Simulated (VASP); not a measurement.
# Si (a cell with a defect) in VASP: notebook

Runs on Si (a cell with a defect). Level: LDA. Tasks: single point, relaxation of the atoms.

Everything below comes from runs of VASP 6.6.1. Logs are shortened: lines on timing, memory, paths and dates and some standing lists are left out, and cuts for length are marked.

## Step 1: The cell of the first run

The cell holds a defect, 17 atoms: a = 7.679 Å, b = 7.679 Å, c = 7.679 Å, α = 60.00°, β = 60.00°, γ = 60.00°.

## Step 2: Single point, LDA

Contents of INCAR:

```
PREC = Accurate
ENCUT = 520
EDIFF = 1E-6
ISMEAR = 0
SIGMA = 0.02
LREAL = Auto
LASPH = T
NELM = 80
ALGO = Normal
ISIF = 2
LWAVE = F
LCHARG = F
GGA = CA
NBANDS = 48
```

Contents of KPOINTS:

```
regular mesh
0
Gamma
  2 2 2
```

Contents of POSCAR:

```
Si
1.0
    0.0000000000      5.4300000000      5.4300000000
    5.4300000000      0.0000000000      5.4300000000
    5.4300000000      5.4300000000      0.0000000000
Si
17
Direct
   -0.0011005525     -0.0004574586      0.0007767956
    0.1225693370      0.1227332413      0.1232395028
   -0.0035480663     -0.0034869245      0.5035130755
    0.1225676796      0.1227326888      0.6314534991
   -0.0034705341      0.5028051565     -0.0030248619
    0.1226964088      0.6302266114      0.1235348987
   -0.0034702578      0.5028058011      0.5036818600
    0.1260343462      0.6243406077      0.6248087477
    0.5025977901     -0.0033683241     -0.0029948435
    0.6295828729      0.1230141805      0.1236972376
    0.5025976059     -0.0033674033      0.5037567219
    0.6242682320      0.1260280847      0.6248477901
    0.5027050645      0.5029895948     -0.0028505525
    0.6243227440      0.6244457643      0.1261881215
    0.4999119705      0.4999152855      0.5000839779
    0.6243232965      0.6244470534      0.6250367403
    0.2488453039      1.2495125230      0.2508187845
```

Potentials or basis: VASP PAW LDA potentials, release 64 (Si).

Command:

```
$ cat potpaw_LDA.64/Si/POTCAR > POTCAR
$ mpirun -np 1 vasp_std > vasp.out
```

OUTCAR:

```text
PREC = Accurate
   ENCUT = 520
   EDIFF = 1E-6
   ISMEAR = 0
   LREAL = Auto
   LASPH = T
   NELM = 80
   ISIF = 2
   GGA = CA

 ion  position               nearest neighbor table
   1  0.999  1.000  0.001-   6 2.32  10 2.32   4 2.32   2 2.32
   2  0.123  0.123  0.123-   1 2.32   9 2.38   5 2.38   3 2.38  17 2.39
   3  0.996  0.997  0.504-   8 2.33  12 2.33   2 2.38   4 2.38  17 2.74
   4  0.123  0.123  0.631-   1 2.32  11 2.38   7 2.38   3 2.38  17 2.39
   5  0.997  0.503  0.997-   8 2.33  14 2.33   2 2.38   6 2.38  17 2.75
   6  0.123  0.630  0.124-   1 2.32  13 2.38   7 2.38   5 2.38  17 2.39
   7  0.997  0.503  0.504-   8 2.33  16 2.33   4 2.38   6 2.38  17 2.75
   8  0.126  0.624  0.625-   7 2.33   5 2.33   3 2.33  15 2.34
   9  0.503  0.997  0.997-  12 2.33  14 2.33   2 2.38  10 2.38  17 2.75
  10  0.630  0.123  0.124-   1 2.32  13 2.38  11 2.38   9 2.38  17 2.39
  11  0.503  0.997  0.504-  12 2.33  16 2.33   4 2.38  10 2.38  17 2.75
  12  0.624  0.126  0.625-  11 2.33   9 2.33   3 2.33  15 2.34
  13  0.503  0.503  0.997-  14 2.33  16 2.33  10 2.38   6 2.38  17 2.75
  14  0.624  0.624  0.126-  13 2.33   9 2.33   5 2.33  15 2.34
  15  0.500  0.500  0.500-   8 2.34  12 2.34  16 2.34  14 2.34
  16  0.624  0.624  0.625-  13 2.33  11 2.33   7 2.33  15 2.34
  17  0.249  0.250  0.251-   2 2.39   4 2.39   6 2.39  10 2.39   3 2.74   7 2.75   5 2.75  11 2.75
                             9 2.75  13 2.75

  LATTYP: Found a face centered cubic cell.
 ALAT       =    10.8600000000

  Lattice vectors:

 A1 = (   0.0000000000,   5.4300000000,   5.4300000000)
 A2 = (   5.4300000000,   0.0000000000,   5.4300000000)
 A3 = (   5.4300000000,   5.4300000000,   0.0000000000)

Analysis of symmetry for initial positions (statically):
=====================================================================
 Subroutine PRICEL returns:
 Original cell was already a primitive cell.

 Routine SETGRP: Setting up the symmetry group for a
 face centered cubic supercell.

 Subroutine GETGRP returns: Found  2 space group operations
 (whereof  2 operations were pure point group operations)
 out of a pool of 48 trial point group operations.

The static configuration has the point symmetry C_1h.

Analysis of symmetry for dynamics (positions and initial velocities):
=====================================================================
 Subroutine PRICEL returns:
[... 123 lines left out ...]
   NSW    =      0    number of steps for IOM
   IBRION =     -1    ionic relax: 0-MD 1-quasi-New 2-CG
   NFREE  =      0    steps in history (QN), initial steepest desc. (CG)
   ISIF   =      2    stress and relaxation
   ISYM   =      2    0-nonsym 1-usesym 2-fastsym
   POTIM  = 0.5000    time-step for ionic-motion
   TEBEG  =    0.0;   TEEND  =   0.0 temperature during run
   PSTRESS=    0.0 pullay stress
   NELECT =      68.0000    total number of electrons
   NUPDOWN=      -1.0000    fix difference up-down
   EMIN   =  10.00;   EMAX   =-10.00  energy-range for DOS
   EFERMI =   0.00;   METHOD = LEGACY
   ISMEAR =     0;   SIGMA  =   0.02  broadening in eV -4-tet -1-fermi 0-gaus
   EFERMI_NEDOS =   21; number of points for ismear=-14 and -15
   IALGO  =     38    algorithm
   IMIX   =      4    mixing-type and parameters
     AMIX     =   0.40;   BMIX     =  1.00
     AMIX_MAG =   1.60;   BMIX_MAG =  1.00
  volume/ion in A,a.u.               =      18.84       127.11
  Fermi-wavevector in a.u.,A,eV,Ry     =   0.976715  1.845724 12.979587  0.953973
  Thomas-Fermi vector in A             =   2.107356
   LORBIT       =      0    0 simple, 1 ext, 2 COOP (PROOUT), +10 PAW based schemes
   GGA     = CA    functional components
   LHFCALC =     F    Hartree Fock is set to
   AEXX    =    0.0000 exact exchange contribution
   IVDW    =     0    specifies the selected vdW correction
   LEPSILON=     F    determine dielectric tensor
   LRPA    =     F    only Hartree local field effects (RPA)
 non-spin polarized calculation
 Gauss-broadening in eV      SIGMA  =   0.02
  energy-cutoff  :      520.00
  volume of cell :      320.21
 maximum number of plane-waves:      8646
 NGX is ok and might be reduce to    60
   NGX = 29   NGY = 29   NGZ = 29

 number of electron      68.0000001 magnetization

 Free energy of the ion-electron system (eV)
  ---------------------------------------------------
  ext. energy  EPLUGINS =         0.00000000
  ---------------------------------------------------
  free energy    TOTEN  =       -97.55187750 eV

  energy without entropy =      -97.54801605  energy(sigma->0) =      -97.54994678

 E-fermi :   6.8013     XC(G=0):  -9.8490

 val. band max:        6.5730838515   @ k =   0.0000   0.0000   0.0000
 cond. band min:       6.8073506315   @ k =   0.0000   0.5000   0.5000
 fundamental gap:      0.2342667800
 Fermi energy:         6.8013433796

 k-point     1 :       0.0000    0.0000    0.0000
  band No.  band energies     occupation
      1      -6.3609      2.00000
      2      -3.8181      2.00000
      3      -3.6718      2.00000
      4      -3.6703      2.00000
      5      -3.6692      2.00000
      6      -2.8368      2.00000
[... 283 lines left out ...]
     45      10.0184      0.00000
     46      10.0199      0.00000
 [bands above 46 left out]

------------------------ aborting loop because EDIFF is reached ----------------------------------------

  FORCE on cell =-STRESS in cart. coord.  units (eV):
  Direction    XX          YY          ZZ          XY          YZ          ZX
  --------------------------------------------------------------------------------------
  -------------------------------------------------------------------------------------
  Total        3.5048099      3.5048099      3.5175263     -0.0087693     -0.0011707      0.0011707
  in kB       17.5366068     17.5366068     17.6002345     -0.0438781     -0.0058578      0.0058579
  external PRESSURE =      17.5578161 kB  Pullay stress =       0.0000000 kB

 VOLUME and BASIS-vectors are now :
 -----------------------------------------------------------------------------
  energy-cutoff  :      520.00
  volume of cell :      320.21
      direct lattice vectors                 reciprocal lattice vectors
     0.000000000  5.430000000  5.430000000    -0.092081031  0.092081031  0.092081031
     5.430000000  0.000000000  5.430000000     0.092081031 -0.092081031  0.092081031
     5.430000000  5.430000000  0.000000000     0.092081031  0.092081031 -0.092081031

 POSITION                                       TOTAL-FORCE (eV/Angst)
 -----------------------------------------------------------------------------------
      5.43173      5.42824     10.85154        -0.000314      0.000314      0.001153
      1.33563      1.33474      1.33199        -0.000792     -0.001357     -0.007358
      8.14514      8.14481     10.82180         0.000509     -0.000509      0.018615
      4.09523      4.09434      1.33198         0.001357      0.000792     -0.007358
      8.14381     10.82473      8.14139         0.005051      0.018665      0.001274
      4.09292      1.33704      4.08837         0.003823     -0.003823      0.002001
[... 9 lines left out ...]
      6.78470      6.78402      6.78082        -0.016811     -0.015262     -0.009365
      2.71680      2.71318      2.70608        -0.000097      0.000097      0.002819
 -----------------------------------------------------------------------------------
    total drift:                                0.017043      0.018437      0.007238

  FREE ENERGIE OF THE ION-ELECTRON SYSTEM (eV)
  ---------------------------------------------------
  free  energy   TOTEN  =       -97.5518774991 eV

  energy  without entropy=      -97.5480160528  energy(sigma->0) =      -97.54994678
```

OSZICAR:

```text
N       E                     dE             d eps       ncg     rms          rms(c)
DAV:   1     0.161634144897E+03    0.16163E+03   -0.26352E+04   576   0.118E+03
DAV:   2    -0.839090875013E+02   -0.24554E+03   -0.23226E+03   688   0.174E+02
DAV:   3    -0.994140630397E+02   -0.15505E+02   -0.15156E+02   736   0.390E+01
DAV:   4    -0.997546936278E+02   -0.34063E+00   -0.33924E+00   712   0.716E+00
DAV:   5    -0.997637875811E+02   -0.90940E-02   -0.90886E-02   696   0.111E+00    0.150E+01
DAV:   6    -0.981971192607E+02    0.15667E+01   -0.11386E+00   672   0.309E+00    0.901E+00
DAV:   7    -0.975511703379E+02    0.64595E+00   -0.15905E+00   664   0.351E+00    0.918E-01
DAV:   8    -0.975531871554E+02   -0.20168E-02   -0.80272E-02   664   0.104E+00    0.458E-01
DAV:   9    -0.975518521900E+02    0.13350E-02   -0.46363E-03   704   0.233E-01    0.197E-01
DAV:  10    -0.975518698501E+02   -0.17660E-04   -0.63791E-04   680   0.788E-02    0.818E-02
DAV:  11    -0.975518762204E+02   -0.63703E-05   -0.82215E-05   688   0.321E-02    0.226E-02
DAV:  12    -0.975518775376E+02   -0.13172E-05   -0.40358E-06   656   0.766E-03    0.740E-03
DAV:  13    -0.975518774991E+02    0.38453E-07   -0.14983E-06   440   0.382E-03
   1 F= -.97551877E+02 E0= -.97549947E+02  d E =-.386145E-02
```

It took 1.7 min on 1 thread of Intel Xeon Platinum 8375C at 2.90GHz (Ice Lake), shared host; peak memory 0.36 GiB.

What came out:

```
Free energy            : -97.5519 eV
Pressure               : 1.8 GPa
Largest force          : 0.028 eV/Å
Band gap on the k mesh : zero (band 34 reaches 6.81 eV, above the bottom of band 35 at 6.57 eV)
```

Forces on the atoms (eV/Å):
```
Si   0.000  0.000  0.001
Si  -0.001 -0.001 -0.007
Si   0.001 -0.001  0.019
Si   0.001  0.001 -0.007
Si   0.005  0.019  0.001
Si   0.004 -0.004  0.002
Si  -0.019 -0.005  0.001
Si  -0.012  0.012  0.013
Si   0.021  0.004  0.001
Si  -0.008  0.008  0.006
Si  -0.004 -0.021  0.001
Si   0.012 -0.012  0.015
Si   0.001 -0.001 -0.028
Si   0.015  0.017 -0.009
Si   0.000  0.000 -0.002
Si  -0.017 -0.015 -0.009
Si   0.000  0.000  0.003
```

Levels at points of the mesh, in eV from the Fermi level:
```
           k point  band 31  band 32  band 33  band 34  band 35  band 36  band 37  band 38
(0.00, 0.00, 0.00)    -0.77    -0.77    -0.77    -0.23    -0.23    -0.23     0.05     0.05
(0.50, 0.00, 0.00)    -1.52    -1.37    -1.37    -0.36     0.52     0.53     0.87     0.87
(0.00, 0.50, 0.00)    -1.52    -1.37    -1.37    -0.35     0.52     0.53     0.87     0.87
(0.00, 0.00, 0.50)    -1.52    -1.37    -1.37    -0.35     0.53     0.53     0.87     0.87
(0.50, 0.50, 0.00)    -1.96    -1.82    -0.98     0.01     0.71     1.02     1.02     1.13
(0.00, 0.50, 0.50)    -1.96    -1.82    -0.98     0.01     0.71     1.02     1.02     1.13
```

Caveat: the k points lie up to 0.50 Å⁻¹ apart.

## Step 3: Relaxation of the atoms, LDA

Contents of INCAR:

```
SYSTEM = Si
  PREC = Accurate
  ENCUT = 520
  EDIFF = 1E-7
  ISMEAR = 0
  SIGMA = 0.02
  LREAL = Auto
  LASPH = .TRUE.
  NELM = 100
  ALGO = Normal
  ISIF = 2
  LWAVE = .FALSE.
  LCHARG = .FALSE.
  GGA = CA
  IBRION = 2
  NSW = 80
  EDIFFG = -0.03
```

Contents of KPOINTS:

```
Automatic mesh
0
G
  2 2 2
  0 0 0
```

Contents of POSCAR:

```
Si
1.0
    0.0000000000      5.4300000000      5.4300000000
    5.4300000000      0.0000000000      5.4300000000
    5.4300000000      5.4300000000      0.0000000000
Si
17
Direct
    0.0000000000      0.0000000000      0.0000000000
    0.1250000000      0.1250000000      0.1250000000
    0.0000000000      0.0000000000      0.5000000000
    0.1250000000      0.1250000000      0.6250000000
    0.0000000000      0.5000000000      0.0000000000
    0.1250000000      0.6250000000      0.1250000000
    0.0000000000      0.5000000000      0.5000000000
    0.1250000000      0.6250000000      0.6250000000
    0.5000000000      0.0000000000      0.0000000000
    0.6250000000      0.1250000000      0.1250000000
    0.5000000000      0.0000000000      0.5000000000
    0.6250000000      0.1250000000      0.6250000000
    0.5000000000      0.5000000000      0.0000000000
    0.6250000000      0.6250000000      0.1250000000
    0.5000000000      0.5000000000      0.5000000000
    0.6250000000      0.6250000000      0.6250000000
    0.3655739000      0.8772511000      0.3700906000
```

Potentials or basis: VASP PAW LDA potentials, release 64 (Si).

Command:

```
$ cat potpaw_LDA.64/Si/POTCAR > POTCAR
$ mpirun -np 1 vasp_std > vasp.out
```

Run time: 22 min. Hardware: 1 thread of Intel Xeon 8259CL, shared host; peak memory 0.39 GiB.

It converged, with:

| Quantity | Value |
| --- | --- |
| Free energy | -97.5515 eV |
| Energy gained by relaxing | 8.0 meV/atom |
| Ionic steps | 8 |
| Pressure after relaxing | 1.8 GPa |
| Largest force after relaxing | 0.027 eV/Å |
| Band gap on the k mesh | zero (band 34 reaches 6.81 eV, above the bottom of band 35 at 6.57 eV) |

Forces on the atoms (eV/Å):
```
Si   0.002  0.000  0.002
Si   0.002  0.006  0.000
Si  -0.009 -0.004  0.001
Si  -0.008 -0.007 -0.008
Si  -0.003 -0.003 -0.003
Si   0.000 -0.003 -0.002
Si   0.001  0.002  0.000
Si   0.005 -0.002  0.007
Si  -0.002 -0.009 -0.005
Si  -0.007 -0.006 -0.010
Si   0.018  0.012  0.016
Si   0.003  0.008  0.004
Si   0.000  0.002  0.002
Si   0.008 -0.001  0.003
Si  -0.011  0.001 -0.013
Si  -0.004 -0.012 -0.004
Si   0.004  0.016  0.009
```

The path:
```tsv
step	energy change (eV)	largest force (eV/Å)	pressure (GPa)
1	0.0000	1.1524	2.23
2	-0.1267	0.2106	1.78
3	-0.1277	0.2256	1.75
4	-0.1333	0.1105	1.75
5	-0.1336	0.1137	1.75
6	-0.1350	0.0587	1.76
7	-0.1352	0.0343	1.77
8	-0.1355	0.0273	1.77
```

Final structure:
```yaml
crystal:
  lattice:
    - [0.00000, 5.43000, 5.43000]
    - [5.43000, 0.00000, 5.43000]
    - [5.43000, 5.43000, 0.00000]
  atoms:
    - { symbol: Si, position: [0.00037, 0.99860, 0.00043] }
    - { symbol: Si, position: [0.12164, 0.12821, 0.12191] }
    - { symbol: Si, position: [0.99216, 0.00262, 0.50260] }
    - { symbol: Si, position: [0.12134, 0.12813, 0.62809] }
    - { symbol: Si, position: [0.00047, 0.50058, 0.00052] }
    - { symbol: Si, position: [0.12511, 0.62498, 0.12506] }
    - { symbol: Si, position: [0.00029, 0.50046, 0.49868] }
    - { symbol: Si, position: [0.12149, 0.62214, 0.62815] }
    - { symbol: Si, position: [0.50222, 0.00228, 0.99319] }
    - { symbol: Si, position: [0.62804, 0.12809, 0.12150] }
    - { symbol: Si, position: [0.50086, 0.00103, 0.50092] }
    - { symbol: Si, position: [0.62279, 0.12549, 0.62382] }
    - { symbol: Si, position: [0.49872, 0.50042, 0.00031] }
    - { symbol: Si, position: [0.62811, 0.62204, 0.12165] }
    - { symbol: Si, position: [0.50164, 0.49484, 0.50169] }
    - { symbol: Si, position: [0.62798, 0.62177, 0.62800] }
    - { symbol: Si, position: [0.37235, 0.87557, 0.37357] }
```

Levels at points of the mesh, in eV from the Fermi level:
```csv
k point,band 31,band 32,band 33,band 34,band 35,band 36,band 37,band 38
"(0.00, 0.00, 0.00)",-0.77,-0.77,-0.77,-0.25,-0.23,-0.22,0.05,0.05
"(0.50, 0.00, 0.00)",-1.52,-1.37,-1.37,-0.35,0.52,0.54,0.86,0.87
"(0.00, 0.50, 0.00)",-1.51,-1.37,-1.37,-0.35,0.51,0.54,0.87,0.87
"(0.00, 0.00, 0.50)",-1.51,-1.37,-1.37,-0.35,0.52,0.54,0.86,0.87
"(0.50, 0.50, 0.50)",-1.52,-1.37,-1.37,-0.35,0.52,0.53,0.87,0.87
"(0.50, 0.50, 0.00)",-1.96,-1.82,-0.98,0.01,0.71,1.02,1.02,1.13
"(0.00, 0.50, 0.50)",-1.96,-1.82,-0.98,0.01,0.71,1.02,1.02,1.13
"(0.50, 0.00, 0.50)",-1.96,-1.82,-0.98,0.01,0.71,1.01,1.03,1.12
```

Caveat: the k points lie up to 0.50 Å⁻¹ apart.
